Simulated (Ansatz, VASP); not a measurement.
# PbO: VASP beside Ansatz

Contents of INCAR:

```
SYSTEM = PbO
PREC = Accurate ; ENCUT = 520
EDIFF = 1E-6 ; ISMEAR = 0
SIGMA = 0.02 ; LREAL = .False.
LASPH = .True. ; NELM = 100
ALGO = Normal ; ISIF = 2
LWAVE = .False. ; LCHARG = .False.
LDIPOL = .True. ; IDIPOL = 3
DIPOL = 0.5 0.5 0.500 ; GGA = PE
IVDW = 12 ; NBANDS = 28
```

File KPOINTS:

```
Automatic mesh
0
Gamma
  6 6 1
  0 0 0
```

POSCAR

```
PbO
1.0
    4.2260000000      0.0000000000      0.0000000000
    0.0000000000      4.2260000000      0.0000000000
    0.0000000000      0.0000000000     30.7493267952
Pb O
2 2
Direct
    0.5000000000      0.0000000000      0.4566657180
    0.0000000000      0.5000000000      0.5433342820
    0.0000000000      0.0000000000      0.5000000000
    0.5000000000      0.5000000000      0.5000000000
```

Input for Ansatz:

```yaml
crystal:
  lattice:
    - [4.226, 0.0, 0.0]
    - [0.0, 4.226, 0.0]
    - [0.0, 0.0, 30.7493267952]
  atoms:
    - { symbol: Pb, position: [0.5, 0.0, 0.456665718] }
    - { symbol: O, position: [0.0, 0.0, 0.5] }
    - { symbol: O, position: [0.5, 0.5, 0.5] }
    - { symbol: Pb, position: [0.0, 0.5, 0.543334282] }
  periodic: [true, true, false]
basis:
  ecutwfc: 420
kpoints:
  mp_grid: { grid: [6, 6, 1] }
hamiltonian:
  xc: pbe
  dispersion: d3bj
scf:
  occupations: { method: gaussian, width: 0.02 }
output:
  forces: true
  stress: true
  eigenvalues: true
```

Alike in both runs: task single point; functional PBE; dispersion D3(BJ); k mesh 6 × 6 × 1; occupations gaussian, width 0.02 eV; no spin polarisation.

```csv
,VASP,Ansatz
version,VASP 6.6.1,Ansatz 0.2.0
potentials or method,"VASP PAW PBE potentials, release 64 (Pb_d, O), cutoff 520 eV","scalar-relativistic, plane waves, PAW"
valence electrons in the cell,40,40
```

Ansatz gave:

```
gap on the k mesh at the Fermi level (eV) : 2.10
least direct gap on the mesh (eV)         : 2.29
rms of the force components (eV/Å)        : 0.937
```

Task: Which values does VASP return?

Result: gap on the k mesh at the Fermi level (eV): 2.09; least direct gap on the mesh (eV): 2.28; rms of the force components (eV/Å): 0.930.

Neither program's run includes spin-orbit coupling.
